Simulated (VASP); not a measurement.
Runs of VASP 6.6.1 on TiH2. The structure is that of space group I4/mmm (No. 139), or close to it. The cells are those of the table. 

```csv
task,cell,k mesh,cutoff (eV),gap on the mesh (eV),pressure (GPa)
relaxation of cell and atoms,"relaxed from a = 3.106 Å, angles 118.1, 118.1, 93.2°, 3 atoms",10 × 10 × 10,600,none,-0.1
single point,"a = 3.088 Å, angles 118.2, 118.2, 93.2°, 3 atoms",10 × 10 × 10,520,none,0.4
single point,"a = 3.025 Å, angles 118.2, 118.2, 93.2°, 3 atoms",13 × 13 × 13,520,none,10.8
single point,"a = 3.068 Å, angles 118.2, 118.2, 93.2°, 3 atoms",13 × 13 × 13,520,none,3.5
single point,"a = 3.129 Å, angles 118.2, 118.2, 93.2°, 3 atoms",13 × 13 × 13,520,none,-5.0
single point,"a = 3.088 Å, angles 118.2, 118.2, 93.2°, 3 atoms",13 × 13 × 13,520,none,0.4
single point,"a = 3.047 Å, angles 118.2, 118.2, 93.2°, 3 atoms",13 × 13 × 13,520,none,(b)
single point,"a = 3.109 Å, angles 118.2, 118.2, 93.2°, 3 atoms",13 × 13 × 13,520,none,-2.5
single point,"a = 3.149 Å, angles 118.2, 118.2, 93.2°, 3 atoms",13 × 13 × 13,520,none,(a)
```

Alike in all rows: level r2SCAN; potentials or basis VASP PAW PBE potentials, release 64 (Ti_sv, H); no spin polarisation; smearing fermi-dirac 0.1 eV.

Q: Fill in the values left out.

A: (a) -7.4; (b) 7.0.

Caveats: the PAW data sets were made with another functional, which shifts forces and pressure a little; the cell stands under pressure (at least some runs); the cell stands under tension (at least some runs).

A gap of «none» marks levels without a gap at the run's occupations.
